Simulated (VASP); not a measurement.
# C (Fd-3m) in VASP: further runs

C is run at these levels: PBEsol; tasks: single point.

Program: VASP 6.6.1. These are calculated values, not measurements. Logs are shortened: lines on timing, memory, paths and dates and some standing lists are left out, and cuts for length are marked.

### Step 1. The cell of the first run

It takes space group Fd-3m (No. 227, cubic). Conventional cell: a = 3.554 Å, b = 3.554 Å, c = 3.554 Å, α = 90.00°, β = 90.00°, γ = 90.00°. C (site symmetry -43m) has 4 C at 1.54 Å within 2.1 Å.

### Step 2. Single point, PBEsol

INCAR reads:

```
PREC = Accurate
ENCUT = 600
EDIFF = 1E-6
ISMEAR = 0
SIGMA = 0.02
LREAL = False
LASPH = True
NELM = 120
ALGO = Normal
ISIF = 2
LWAVE = False
LCHARG = True
GGA = PS
LELF = True
LVHAR = True
NBANDS = 11
GGA_COMPAT = False
```

KPOINTS reads:

```
regular mesh
0
Gamma
  12 12 12
```

POSCAR reads:

```
C
1.0
    0.0000000000      1.7769041313      1.7769041313
    1.7769041313      0.0000000000      1.7769041313
    1.7769041313      1.7769041313      0.0000000000
C
2
Direct
    0.0000000000      0.0000000000      0.0000000000
    0.2500000000      0.2500000000      0.2500000000
```

Potentials or basis: VASP PAW PBE potentials, release 64 (C).

The run is started by

```
> cat potpaw_PBE.64/C/POTCAR > POTCAR
> mpirun -np 1 vasp_std > vasp.out
```

OUTCAR:

```text
PREC = Accurate
   ENCUT = 600
   EDIFF = 1E-6
   ISMEAR = 0
   LREAL = False
   LASPH = True
   NELM = 120
   ISIF = 2
   GGA = PS

 ion  position               nearest neighbor table
   1  0.000  0.000  0.000-   2 1.54   2 1.54   2 1.54   2 1.54
   2  0.250  0.250  0.250-   1 1.54   1 1.54   1 1.54   1 1.54

  LATTYP: Found a face centered cubic cell.
 ALAT       =     3.5538082626

  Lattice vectors:

 A1 = (   0.0000000000,   1.7769041313,   1.7769041313)
 A2 = (   1.7769041313,   0.0000000000,   1.7769041313)
 A3 = (   1.7769041313,   1.7769041313,   0.0000000000)

Analysis of symmetry for initial positions (statically):
=====================================================================
 Subroutine PRICEL returns:
 Original cell was already a primitive cell.

 Routine SETGRP: Setting up the symmetry group for a
 face centered cubic supercell.

 Subroutine GETGRP returns: Found 48 space group operations
 (whereof 24 operations were pure point group operations)
 out of a pool of 48 trial point group operations.

The static configuration has the point symmetry T_d .
 The point group associated with its full space group is O_h .

Analysis of symmetry for dynamics (positions and initial velocities):
=====================================================================
 Subroutine PRICEL returns:
 Original cell was already a primitive cell.

 Routine SETGRP: Setting up the symmetry group for a
 face centered cubic supercell.

 Subroutine GETGRP returns: Found 48 space group operations
 (whereof 24 operations were pure point group operations)
 out of a pool of 48 trial point group operations.

The dynamic configuration has the point symmetry T_d .
 The point group associated with its full space group is O_h .

 Subroutine INISYM returns: Found 48 space group operations
 (whereof 24 operations are pure point group operations),
 and found     1 'primitive' translations

----------------------------------------------------------------------------------------

                                     Primitive cell

  volume of cell :      11.2208

  direct lattice vectors                    reciprocal lattice vectors
     0.000000000  1.776904131  1.776904131    -0.281388282  0.281388282  0.281388282
     1.776904131  0.000000000  1.776904131     0.281388282 -0.281388282  0.281388282
     1.776904131  1.776904131  0.000000000     0.281388282  0.281388282 -0.281388282

  length of vectors
     2.512921922  2.512921922  2.512921922     0.487378800  0.487378800  0.487378800

  position of ions in fractional coordinates (direct lattice)
     0.000000000  0.000000000  0.000000000
     0.250000000  0.250000000  0.250000000

  ion indices of the primitive-cell ions
   primitive index   ion index
                 1           1
                 2           2

----------------------------------------------------------------------------------------

 KPOINTS: regular mesh

Automatic generation of k-mesh.
 Grid dimensions read from file:
 generate k-points for:   12   12   12

 Generating k-lattice:

  Cartesian coordinates                     Fractional coordinates (reciprocal lattice)
    -0.023449023  0.023449023  0.023449023     0.083333333  0.000000000  0.000000000
     0.023449023 -0.023449023  0.023449023     0.000000000  0.083333333  0.000000000
     0.023449023  0.023449023 -0.023449023     0.000000000  0.000000000  0.083333333

  Length of vectors
     0.040614900  0.040614900  0.040614900

  Shift w.r.t. Gamma in fractional coordinates (k-lattice)
     0.000000000  0.000000000  0.000000000

 Subroutine IBZKPT returns following result:
 ===========================================

 Found     72 irreducible k-points:

 Following reciprocal coordinates:
            Coordinates               Weight
  0.000000  0.000000  0.000000      1.000000
  0.083333  0.000000  0.000000      8.000000
  0.166667  0.000000  0.000000      8.000000
  0.250000  0.000000  0.000000      8.000000
  0.333333  0.000000  0.000000      8.000000
  0.416667  0.000000  0.000000      8.000000
[... 16 lines left out ...]
  0.500000  0.166667  0.000000     24.000000
 -0.416667  0.166667  0.000000     24.000000
 [... further k-points ...]
   k-points           NKPTS =     72   k-points in BZ     NKDIM =     72   number of bands    NBANDS=     11
   number of dos      NEDOS =    301   number of ions     NIONS =      2
   total plane-waves  NPLWV =   8000
   dimension x,y,z NGX =    20 NGY =   20 NGZ =   20
   dimension x,y,z NGXF=    40 NGYF=   40 NGZF=   40
   ions per type =               2
   NGX,Y,Z   is equivalent  to a cutoff of  13.23, 13.23, 13.23 a.u.
   NGXF,Y,Z  is equivalent  to a cutoff of  26.46, 26.46, 26.46 a.u.
 SYSTEM =  unknown system
   PREC   = accura    normal or accurate (medium, high low for compatibility)
   ISTART =      0    job   : 0-new  1-cont  2-samecut
   ICHARG =      2    charge: 1-file 2-atom 10-const
   ISPIN  =      1    spin polarized calculation?
   LNONCOLLINEAR =      F non collinear calculations
   LSORBIT =      F    spin-orbit coupling
   LASPH  =      T    aspherical Exc in radial PAW
   ENCUT  =  600.0 eV  44.10 Ry    6.64 a.u.   5.02  5.02  5.02*2*pi/ulx,y,z
   NELM   =    120;   NELMIN=  2; NELMDL= -5     # of ELM steps
   EDIFF  = 0.1E-05   stopping-criterion for ELM
   LREAL  =      F    real-space projection
   EDIFFG = 0.1E-04   stopping-criterion for IOM
   NSW    =      0    number of steps for IOM
   IBRION =     -1    ionic relax: 0-MD 1-quasi-New 2-CG
   NFREE  =      0    steps in history (QN), initial steepest desc. (CG)
   ISIF   =      2    stress and relaxation
   ISYM   =      2    0-nonsym 1-usesym 2-fastsym
   POTIM  = 0.5000    time-step for ionic-motion
   TEBEG  =    0.0;   TEEND  =   0.0 temperature during run
   PSTRESS=    0.0 pullay stress
   NELECT =       8.0000    total number of electrons
   NUPDOWN=      -1.0000    fix difference up-down
   EMIN   =  10.00;   EMAX   =-10.00  energy-range for DOS
   EFERMI =   0.00;   METHOD = LEGACY
   ISMEAR =     0;   SIGMA  =   0.02  broadening in eV -4-tet -1-fermi 0-gaus
   EFERMI_NEDOS =   21; number of points for ismear=-14 and -15
   IALGO  =     38    algorithm
   IMIX   =      4    mixing-type and parameters
     AMIX     =   0.40;   BMIX     =  1.00
     AMIX_MAG =   1.60;   BMIX_MAG =  1.00
  volume/ion in A,a.u.               =       5.61        37.86
  Fermi-wavevector in a.u.,A,eV,Ry     =   1.462505  2.763735 29.101804  2.138922
  Thomas-Fermi vector in A             =   2.578711
   LORBIT       =      0    0 simple, 1 ext, 2 COOP (PROOUT), +10 PAW based schemes
   GGA     = PS    functional components
   LHFCALC =     F    Hartree Fock is set to
   AEXX    =    0.0000 exact exchange contribution
   IVDW    =     0    specifies the selected vdW correction
   LEPSILON=     F    determine dielectric tensor
   LRPA    =     F    only Hartree local field effects (RPA)
 non-spin polarized calculation
 Gauss-broadening in eV      SIGMA  =   0.02
  energy-cutoff  :      600.00
  volume of cell :       11.22
 maximum number of plane-waves:       388
   NGX =  9   NGY =  9   NGZ =  9

 number of electron       7.9999999 magnetization

 Free energy of the ion-electron system (eV)
  ---------------------------------------------------
  ext. energy  EPLUGINS =         0.00000000
  ---------------------------------------------------
  free energy    TOTEN  =       -19.25424669 eV

  energy without entropy =      -19.25424669  energy(sigma->0) =      -19.25424669

 E-fermi :  10.0297     XC(G=0): -13.4866

 val. band max:        9.8662717072   @ k =   0.0000   0.0000   0.0000
 cond. band min:      13.9272684563   @ k =   0.3333   0.3333   0.0000
 fundamental gap:      4.0609967491
 Fermi energy:        10.0297211875

 k-point     1 :       0.0000    0.0000    0.0000
  band No.  band energies     occupation
      1     -11.8020      2.00000
      2       9.8663      2.00000
      3       9.8663      2.00000
      4       9.8663      2.00000
      5      15.4357      0.00000
      6      15.4357      0.00000
      7      15.4357      0.00000
      8      23.4835      0.00000
      9      28.9655      0.00000
     10      36.4561      0.00000
     11      36.4561      0.00000

 k-point     2 :       0.0833    0.0000    0.0000
  band No.  band energies     occupation
      1     -11.6079      2.00000
      2       8.6204      2.00000
      3       9.5366      2.00000
      4       9.5366      2.00000
      5      15.8667      0.00000
      6      15.8667      0.00000
      7      16.1682      0.00000
      8      23.6295      0.00000
      9      29.2927      0.00000
     10      34.2092      0.00000
     11      34.2092      0.00000

 k-point     3 :       0.1667    0.0000    0.0000
  band No.  band energies     occupation
      1     -11.0274      2.00000
      2       6.0585      2.00000
      3       8.8239      2.00000
      4       8.8239      2.00000
      5      16.7982      0.00000
      6      16.7982      0.00000
      7      17.2904      0.00000
      8      24.0449      0.00000
      9      29.9777      0.00000
     10      32.5894      0.00000
     11      32.5894      0.00000

 k-point     4 :       0.2500    0.0000    0.0000
  band No.  band energies     occupation
      1     -10.0688      2.00000
      2       3.1909      2.00000
      3       8.0917      2.00000
      4       8.0917      2.00000
      5      17.6572      0.00000
      6      17.6572      0.00000
      7      18.0815      0.00000
      8      24.6161      0.00000
      9      30.4270      0.00000
     10      32.1740      0.00000
     11      32.1740      0.00000
[... 239 lines left out ...]
 k-point    22 :       0.4167    0.1667    0.0000
  band No.  band energies     occupation
      1      -7.5807      2.00000
      2      -0.0218      2.00000
      3       5.5478      2.00000
      4       5.7433      2.00000
      5      16.4812      0.00000
      6      20.8893      0.00000
      7      21.0871      0.00000
      8      22.5040      0.00000
      9      30.8492      0.00000
     10      32.3895      0.00000
     11      37.2617      0.00000

 k-point    23 :       0.5000    0.1667    0.0000
  band No.  band energies     occupation
      1      -5.9616      2.00000
      2      -2.3077      2.00000
      3       4.8170      2.00000
      4       5.8344      2.00000
      5      16.8914      0.00000
      6      20.6050      0.00000
      7      21.2134      0.00000
      8      24.1351      0.00000
      9      29.9192      0.00000
     10      33.7422      0.00000
     11      36.4407      0.00000

 k-point    24 :      -0.4167    0.1667    0.0000
  band No.  band energies     occupation
      1      -5.5104      2.00000
      2      -2.8463      2.00000
      3       4.3200      2.00000
      4       6.2210      2.00000
      5      17.3347      0.00000
      6      20.1085      0.00000
      7      21.1857      0.00000
      8      25.3310      0.00000
      9      29.2154      0.00000
     10      34.0045      0.00000
     11      34.4657      0.00000

 [... further k-points ...]
[... 5 lines left out ...]
  --------------------------------------------------------------------------------------
  -------------------------------------------------------------------------------------
  Total        0.0307571      0.0307571      0.0307571     -0.0000000      0.0000000      0.0000000
  in kB        4.3917167      4.3917167      4.3917167     -0.0000000      0.0000000      0.0000000
  external PRESSURE =       4.3917167 kB  Pullay stress =       0.0000000 kB

 VOLUME and BASIS-vectors are now :
 -----------------------------------------------------------------------------
  energy-cutoff  :      600.00
  volume of cell :       11.22
      direct lattice vectors                 reciprocal lattice vectors
     0.000000000  1.776904131  1.776904131    -0.281388282  0.281388282  0.281388282
     1.776904131  0.000000000  1.776904131     0.281388282 -0.281388282  0.281388282
     1.776904131  1.776904131  0.000000000     0.281388282  0.281388282 -0.281388282

 POSITION                                       TOTAL-FORCE (eV/Angst)
 -----------------------------------------------------------------------------------
      0.00000      0.00000      0.00000         0.000000     -0.000000      0.000000
      0.88845      0.88845      0.88845        -0.000000      0.000000     -0.000000
 -----------------------------------------------------------------------------------
    total drift:                                0.000000      0.000000      0.000000

  FREE ENERGIE OF THE ION-ELECTRON SYSTEM (eV)
  ---------------------------------------------------
  free  energy   TOTEN  =       -19.2542466857 eV

  energy  without entropy=      -19.2542466857  energy(sigma->0) =      -19.25424669
```

Run time: 3.6 s. Hardware: 1 thread of Intel Xeon 6975P-C (Granite Rapids), shared host; peak memory 0.12 GiB.

What came out:

```
Free energy            : -19.2542 eV
Pressure               : 0.4 GPa
Band gap on the k mesh : 4.06 eV, indirect (least direct gap 5.57 eV)
```

Caveat: the PAW data sets were made with another functional, which shifts forces and pressure a little. A hybrid or GW would open this gap; PBEsol tends to underestimate it.

[end of part 1 of 2]
